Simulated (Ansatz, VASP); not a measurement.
## Two plane-wave programs on GaP

```
Ga P
1.0
     0.00000    2.64349    2.72525
     2.72525    0.00000    2.72525
     2.72525    2.64349    0.00000
Ga P
1 1
Direct
  0.00000 0.00000 0.00000
  0.75000 0.75000 0.75000
```

Change from the starting cell: strain -0.0300 x Voigt [0, 1, 0, 0, 0, 0], atoms carried along.

Alike in both runs: task single point; functional PBE; k mesh 8 × 8 × 8; occupations gaussian, width 0.05 eV; no spin polarisation.

```csv
,VASP,Ansatz
version,VASP 6.6.1,Ansatz 0.2.0
potentials or method,"VASP PAW PBE potentials, release 64 (Ga_d, P), cutoff 520 eV","scalar-relativistic, plane waves, PAW"
valence electrons in the cell,18,18
```

```tsv
	VASP	Ansatz	Ansatz less VASP
gap on the k mesh at the Fermi level (eV)	1.30	1.30	0.000
least direct gap on the mesh (eV)	1.96	1.96	+0.001
pressure (GPa)	5.2	5.3	+0.10
traceless stress, the component that is largest in VASP (GPa)	1.41	1.40	-0.005
```

The functional is the same, so the differences come from potentials, cutoffs and numerics.
